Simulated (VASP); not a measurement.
Input of a VASP 6.6.1 run:

File INCAR:

```
PREC = Accurate
ENCUT = 600
EDIFF = 1E-6
ISMEAR = 0
SIGMA = 0.1
LREAL = False
LASPH = True
NELM = 80
ALGO = Normal
ISIF = 3
LWAVE = False
LCHARG = False
GGA = PE
IBRION = 2
NSW = 100
EDIFFG = -0.01
```

KPOINTS

```
Automatic mesh
0
Gamma
  8 8 8
```

Contents of POSCAR:

```
Hf4N
1.0
    4.5111574144      0.0000000000      0.0000000000
    0.0000000000      4.5111574144      0.0000000000
    0.0000000000      0.0000000000      4.5111574144
Hf N
4 1
Direct
    0.0000000000      0.0000000000      0.0000000000
    0.5000000000      0.5000000000      0.0000000000
    0.5000000000      0.0000000000      0.5000000000
    0.0000000000      0.5000000000      0.5000000000
    0.5000000000      0.5000000000      0.5000000000
```

Potentials or basis: VASP PAW PBE potentials, release 64 (Hf_pv, N).

Run with:

```bash
$ cat potpaw_PBE.64/Hf_pv/POTCAR potpaw_PBE.64/N/POTCAR > POTCAR
$ mpirun -np 1 vasp_std > vasp.out
```

Problem. Estimate the relaxed volume.

Solution. 18.27 Å³/atom.

Problem. Estimate the space group after relaxing (to 0.1 Å).

Solution. Pm-3m (No. 221).

The path:
```tsv
step	energy change (eV)	largest force (eV/Å)	pressure (GPa)	volume (Å³)
1	0.0000	0.0000	-0.74	91.80
2	0.0010	0.0000	1.06	90.68
3	-0.0011	0.0000	0.00	91.33
```
